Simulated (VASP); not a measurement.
# B7As7H20 in VASP: single point with PBE

Aim: the single point of B7As7H20 with PBE.

Program: VASP 6.6.1. These are calculated values, not measurements. Logs are shortened: lines on timing, memory, paths and dates and some standing lists are left out, and cuts for length are marked.

## Step 1: The cell of the first run

The cell holds a cluster in a box, 34 atoms: a = 15.100 Å, b = 15.400 Å, c = 15.700 Å, α = 90.00°, β = 90.00°, γ = 90.00°.

## Step 2: Single point, PBE

Contents of INCAR:

```
SYSTEM = B7As7H20
PREC = Accurate
ENCUT = 520
EDIFF = 1E-6
ISMEAR = 0
SIGMA = 0.05
LREAL = Auto
LASPH = .True.
NELM = 100
ALGO = Normal
ISIF = 2
LWAVE = .False.
LCHARG = .False.
GGA = PE
NBANDS = 61
```

Contents of KPOINTS:

```
regular mesh
0
Gamma
  1 1 1
  0 0 0
```

Contents of POSCAR:

```
B7As7H20
1.0
   15.1000000000      0.0000000000      0.0000000000
    0.0000000000     15.4000000000      0.0000000000
    0.0000000000      0.0000000000     15.7000000000
B As H
7 7 20
Direct
    0.3847838290      0.3870354861      0.3892007754
    0.3875009551      0.5469444222      0.5460507646
    0.7095373028      0.5468159963      0.5459167428
    0.5478803356      0.3896974277      0.5460570310
    0.5477468784      0.7054519686      0.5459120261
    0.5478858576      0.5469563228      0.3918102990
    0.5477426711      0.5468070196      0.7015224827
    0.4673486616      0.4679872050      0.3205604594
    0.4706613784      0.4712382803      0.6207499753
    0.4673482041      0.3170494666      0.4686009835
    0.4706622485      0.6230993914      0.4717939575
    0.3133971235      0.4679859981      0.4686002132
    0.6255419122      0.4712407510      0.4717954355
    0.6231107928      0.6207140567      0.6184086715
    0.3389310776      0.3420602231      0.3450709400
    0.4098813080      0.5176709543      0.2578859239
    0.5180194534      0.4116331017      0.2578888359
    0.4098166678      0.4115700923      0.6716695694
    0.3390469495      0.5907586489      0.5890248875
    0.7512162014      0.4970982516      0.5898754483
    0.7512134990      0.5916305693      0.4971452434
    0.4098773138      0.2531599931      0.5173327433
    0.5180174003      0.2531661549      0.4133150448
    0.4098206440      0.6750115225      0.4132578083
    0.5925675805      0.3421843570      0.5890281435
    0.4970447521      0.7463169392      0.5898724828
    0.5934539364      0.7463104118      0.4971397692
    0.2482463221      0.4116264602      0.5173291761
    0.2482500478      0.5176657278      0.4133121581
    0.6784875276      0.4115778852      0.4132617353
    0.5925708950      0.5907656253      0.3452018621
    0.4970399729      0.5916250995      0.7416020145
    0.5934516291      0.4970879413      0.7415980678
    0.6811625013      0.6776331209      0.6742391455
```

Potentials or basis: VASP PAW PBE potentials, release 64 (B, As, H).

On the command line:

```console
> cat potpaw_PBE.64/B/POTCAR potpaw_PBE.64/As/POTCAR potpaw_PBE.64/H/POTCAR > POTCAR
> mpirun -np 1 vasp_gam > vasp.out
```

OUTCAR:

```text
SYSTEM = B7As7H20
   PREC = Accurate
   ENCUT = 520
   EDIFF = 1E-6
   ISMEAR = 0
   LREAL = Auto
   LASPH = .True.
   NELM = 100
   ISIF = 2
   GGA = PE

 ion  position               nearest neighbor table
   1  0.385  0.387  0.389-  15 1.20   8 2.07  10 2.07  12 2.07
   2  0.388  0.547  0.546-  19 1.20  12 2.05  11 2.08   9 2.08
   3  0.710  0.547  0.546-  20 1.21  21 1.21  14 2.07  13 2.08
   4  0.548  0.390  0.546-  25 1.20  10 2.05  13 2.08   9 2.08
   5  0.548  0.705  0.546-  26 1.21  27 1.21  14 2.07  11 2.08
   6  0.548  0.547  0.392-  31 1.20   8 2.05  13 2.08  11 2.08
   7  0.548  0.547  0.702-  32 1.21  33 1.21  14 2.07   9 2.08
   8  0.467  0.468  0.321-  16 1.52  17 1.52   6 2.05   1 2.07
   9  0.471  0.471  0.621-  18 1.53   2 2.08   4 2.08   7 2.08
  10  0.467  0.317  0.469-  22 1.52  23 1.52   4 2.05   1 2.07
  11  0.471  0.623  0.472-  24 1.53   2 2.08   6 2.08   5 2.08
  12  0.313  0.468  0.469-  28 1.52  29 1.52   2 2.05   1 2.07
  13  0.626  0.471  0.472-  30 1.53   4 2.08   6 2.08   3 2.08
  14  0.623  0.621  0.618-  34 1.52   7 2.07   5 2.07   3 2.07
  15  0.339  0.342  0.345-   1 1.20
  16  0.410  0.518  0.258-   8 1.52
  17  0.518  0.412  0.258-   8 1.52
  18  0.410  0.412  0.672-   9 1.53
  19  0.339  0.591  0.589-   2 1.20
  20  0.751  0.497  0.590-   3 1.21
[... 12 lines left out ...]
  33  0.593  0.497  0.742-   7 1.21
  34  0.681  0.678  0.674-  14 1.52

  LATTYP: Found a simple orthorhombic cell.
 ALAT       =    15.1000000000
 B/A-ratio  =     1.0198675497
 C/A-ratio  =     1.0397350993

  Lattice vectors:

 A1 = (  15.1000000000,   0.0000000000,   0.0000000000)
 A2 = (   0.0000000000,  15.4000000000,   0.0000000000)
 A3 = (   0.0000000000,   0.0000000000,  15.7000000000)

Analysis of symmetry for initial positions (statically):
=====================================================================
 Subroutine PRICEL returns:
 Original cell was already a primitive cell.

 Routine SETGRP: Setting up the symmetry group for a
 simple orthorhombic supercell.

 Subroutine GETGRP returns: Found  1 space group operations
 (whereof  1 operations were pure point group operations)
 out of a pool of  8 trial point group operations.

The static configuration has the point symmetry C_1 .

Analysis of symmetry for dynamics (positions and initial velocities):
=====================================================================
 Subroutine PRICEL returns:
 Original cell was already a primitive cell.

 Routine SETGRP: Setting up the symmetry group for a
 simple orthorhombic supercell.

 Subroutine GETGRP returns: Found  1 space group operations
 (whereof  1 operations were pure point group operations)
 out of a pool of  8 trial point group operations.

The dynamic configuration has the point symmetry C_1 .

 Subroutine INISYM returns: Found  1 space group operations
 (whereof  1 operations are pure point group operations),
 and found     1 'primitive' translations

----------------------------------------------------------------------------------------

                                     Primitive cell

  volume of cell :    3650.8780

  direct lattice vectors                    reciprocal lattice vectors
    15.100000000  0.000000000  0.000000000     0.066225166  0.000000000  0.000000000
     0.000000000 15.400000000  0.000000000     0.000000000  0.064935065  0.000000000
     0.000000000  0.000000000 15.700000000     0.000000000  0.000000000  0.063694268

  length of vectors
    15.100000000 15.400000000 15.700000000     0.066225166  0.064935065  0.063694268

  position of ions in fractional coordinates (direct lattice)
     0.384783829  0.387035486  0.389200775
     0.387500955  0.546944422  0.546050765
     0.709537303  0.546815996  0.545916743
     0.547880336  0.389697428  0.546057031
     0.547746878  0.705451969  0.545912026
     0.547885858  0.546956323  0.391810299
[... 26 lines left out ...]
     0.593451629  0.497087941  0.741598068
     0.681162501  0.677633121  0.674239146

  ion indices of the primitive-cell ions
   primitive index   ion index
                 1           1
                 2           2
                 3           3
                 4           4
                 5           5
                 6           6
[... 26 lines left out ...]
                33          33
                34          34

----------------------------------------------------------------------------------------

 KPOINTS: regular mesh

Automatic generation of k-mesh.
 Grid dimensions read from file:
 generate k-points for:    1    1    1

 Generating k-lattice:

  Cartesian coordinates                     Fractional coordinates (reciprocal lattice)
     0.066225166  0.000000000  0.000000000     1.000000000  0.000000000  0.000000000
     0.000000000  0.064935065  0.000000000     0.000000000  1.000000000  0.000000000
     0.000000000  0.000000000  0.063694268     0.000000000  0.000000000  1.000000000

  Length of vectors
     0.066225166  0.064935065  0.063694268

  Shift w.r.t. Gamma in fractional coordinates (k-lattice)
     0.000000000  0.000000000  0.000000000

 Subroutine IBZKPT returns following result:
 ===========================================

 Found      1 irreducible k-points:

 Following reciprocal coordinates:
            Coordinates               Weight
  0.000000  0.000000  0.000000      1.000000
   k-points           NKPTS =      1   k-points in BZ     NKDIM =      1   number of bands    NBANDS=     61
   number of dos      NEDOS =    301   number of ions     NIONS =     34
   total plane-waves  NPLWV = ******
   dimension x,y,z NGX =   112 NGY =  120 NGZ =  120
   dimension x,y,z NGXF=   224 NGYF=  240 NGZF=  240
   ions per type =               7   7  20
   NGX,Y,Z   is equivalent  to a cutoff of  12.33, 12.95, 12.71 a.u.
   NGXF,Y,Z  is equivalent  to a cutoff of  24.66, 25.91, 25.41 a.u.
 SYSTEM =  B7As7H20
   PREC   = accura    normal or accurate (medium, high low for compatibility)
   ISTART =      0    job   : 0-new  1-cont  2-samecut
   ICHARG =      2    charge: 1-file 2-atom 10-const
   ISPIN  =      1    spin polarized calculation?
   LNONCOLLINEAR =      F non collinear calculations
   LSORBIT =      F    spin-orbit coupling
   LASPH  =      T    aspherical Exc in radial PAW
   ENCUT  =  520.0 eV  38.22 Ry    6.18 a.u.  28.08 28.63 29.19*2*pi/ulx,y,z
   NELM   =    100;   NELMIN=  2; NELMDL= -5     # of ELM steps
   EDIFF  = 0.1E-05   stopping-criterion for ELM
   LREAL  =      T    real-space projection
   EDIFFG = 0.1E-04   stopping-criterion for IOM
   NSW    =      0    number of steps for IOM
   IBRION =     -1    ionic relax: 0-MD 1-quasi-New 2-CG
   NFREE  =      0    steps in history (QN), initial steepest desc. (CG)
   ISIF   =      2    stress and relaxation
   ISYM   =      2    0-nonsym 1-usesym 2-fastsym
   POTIM  = 0.5000    time-step for ionic-motion
   TEBEG  =    0.0;   TEEND  =   0.0 temperature during run
   PSTRESS=    0.0 pullay stress
   NELECT =      76.0000    total number of electrons
   NUPDOWN=      -1.0000    fix difference up-down
   EMIN   =  10.00;   EMAX   =-10.00  energy-range for DOS
   EFERMI =   0.00;   METHOD = LEGACY
   ISMEAR =     0;   SIGMA  =   0.05  broadening in eV -4-tet -1-fermi 0-gaus
   EFERMI_NEDOS =   21; number of points for ismear=-14 and -15
   IALGO  =     38    algorithm
   IMIX   =      4    mixing-type and parameters
     AMIX     =   0.40;   BMIX     =  1.00
     AMIX_MAG =   1.60;   BMIX_MAG =  1.00
  volume/ion in A,a.u.               =     107.38       724.63
  Fermi-wavevector in a.u.,A,eV,Ry     =   0.450347  0.851032  2.759426  0.202812
  Thomas-Fermi vector in A             =   1.430960
   LORBIT       =      0    0 simple, 1 ext, 2 COOP (PROOUT), +10 PAW based schemes
   GGA     = PE    functional components
   LHFCALC =     F    Hartree Fock is set to
   AEXX    =    0.0000 exact exchange contribution
   IVDW    =     0    specifies the selected vdW correction
   LEPSILON=     F    determine dielectric tensor
   LRPA    =     F    only Hartree local field effects (RPA)
 non-spin polarized calculation
 Gauss-broadening in eV      SIGMA  =   0.05
  energy-cutoff  :      520.00
  volume of cell :     3650.88
 maximum number of plane-waves:     49146
   NGX = 57   NGY = 57   NGZ = 59

 number of electron      75.9999998 magnetization

 Free energy of the ion-electron system (eV)
  ---------------------------------------------------
  ext. energy  EPLUGINS =         0.00000000
  ---------------------------------------------------
  free energy    TOTEN  =      -146.58461123 eV

  energy without entropy =     -146.58461123  energy(sigma->0) =     -146.58461123

 E-fermi :  -5.0482     XC(G=0):  -1.3509

 val. band max:       -5.2833662026   @ k =   0.0000   0.0000   0.0000
 cond. band min:      -1.3602910781   @ k =   0.0000   0.0000   0.0000
 fundamental gap:      3.9230751246
 Fermi energy:        -5.0481952567

 k-point     1 :       0.0000    0.0000    0.0000
  band No.  band energies     occupation
      1     -18.0256      2.00000
      2     -16.8579      2.00000
      3     -16.8560      2.00000
      4     -16.6484      2.00000
      5     -15.5517      2.00000
      6     -15.5502      2.00000
[... 42 lines left out ...]
     49       0.3630      0.00000
     50       0.3691      0.00000
 [bands above 50 left out]

------------------------ aborting loop because EDIFF is reached ----------------------------------------

  FORCE on cell =-STRESS in cart. coord.  units (eV):
  Direction    XX          YY          ZZ          XY          YZ          ZX
  --------------------------------------------------------------------------------------
  -------------------------------------------------------------------------------------
  Total        0.5463229      0.5483533      0.5582000      0.0019741      0.0101616     -0.0058359
  in kB        0.2397522      0.2406433      0.2449644      0.0008663      0.0044594     -0.0025611
  external PRESSURE =       0.2417867 kB  Pullay stress =       0.0000000 kB

 VOLUME and BASIS-vectors are now :
 -----------------------------------------------------------------------------
  energy-cutoff  :      520.00
  volume of cell :     3650.88
      direct lattice vectors                 reciprocal lattice vectors
    15.100000000  0.000000000  0.000000000     0.066225166  0.000000000  0.000000000
     0.000000000 15.400000000  0.000000000     0.000000000  0.064935065  0.000000000
     0.000000000  0.000000000 15.700000000     0.000000000  0.000000000  0.063694268

 POSITION                                       TOTAL-FORCE (eV/Angst)
 -----------------------------------------------------------------------------------
      5.81024      5.96035      6.11045        -0.006284     -0.008340     -0.006864
      5.85126      8.42294      8.57300        -0.030805     -0.000244      0.000238
     10.71401      8.42097      8.57089         0.034118     -0.003585     -0.002938
      8.27299      6.00134      8.57310         0.000780     -0.030891      0.000927
      8.27098     10.86396      8.57082        -0.003359      0.033681     -0.003018
      8.27308      8.42313      6.15142        -0.000903      0.000711     -0.030903
[... 26 lines left out ...]
      8.96112      7.65515     11.64309         0.004545     -0.000018      0.003949
     10.28555     10.43555     10.58555         0.051996      0.052296      0.052147
 -----------------------------------------------------------------------------------
    total drift:                                0.006317     -0.001197     -0.004988

  FREE ENERGIE OF THE ION-ELECTRON SYSTEM (eV)
  ---------------------------------------------------
  free  energy   TOTEN  =      -146.5846112253 eV

  energy  without entropy=     -146.5846112253  energy(sigma->0) =     -146.58461123
```

Run time: 12 min. Hardware: 1 thread of Intel Xeon Platinum 8375C at 2.90GHz (Ice Lake), shared host; peak memory 2.3 GiB.

What came out:

| Item | Value |
| --- | --- |
| Free energy | -146.5846 eV |
| Largest force | 0.090 eV/Å |
| Gap between the frontier levels | 3.92 eV |

Forces in eV/Å, atoms in the order of the input:
```
B   -0.006 -0.008 -0.007
B   -0.031  0.000  0.000
B    0.034 -0.004 -0.003
B    0.001 -0.031  0.001
B   -0.003  0.034 -0.003
B   -0.001  0.001 -0.031
B   -0.003 -0.002  0.034
As   0.004  0.008  0.076
As   0.039  0.040 -0.007
As   0.017  0.074  0.009
As   0.037 -0.008  0.033
As   0.076  0.013  0.015
As  -0.008  0.034  0.032
As  -0.042 -0.038 -0.041
H   -0.008 -0.008 -0.007
H   -0.050  0.044 -0.056
H    0.043 -0.050 -0.056
H   -0.052 -0.052  0.041
H   -0.005  0.010  0.010
H    0.004  0.000  0.005
H    0.004  0.005  0.000
H   -0.050 -0.056  0.044
H    0.044 -0.056 -0.050
H   -0.053  0.040 -0.052
H    0.009 -0.005  0.010
H    0.000  0.004  0.005
H    0.004  0.004  0.000
H   -0.056 -0.049  0.044
H   -0.057  0.044 -0.049
H    0.040 -0.052 -0.052
H    0.009  0.010 -0.005
H    0.000  0.005  0.004
H    0.005  0.000  0.004
H    0.052  0.052  0.052
```

Levels at points of the mesh, in eV from the valence-band top:
```tsv
k point	band 36	band 37	band 38	band 39	band 40	band 41
(0.00, 0.00, 0.00)	-0.31	0.00	0.00	3.92	3.99	3.99
```
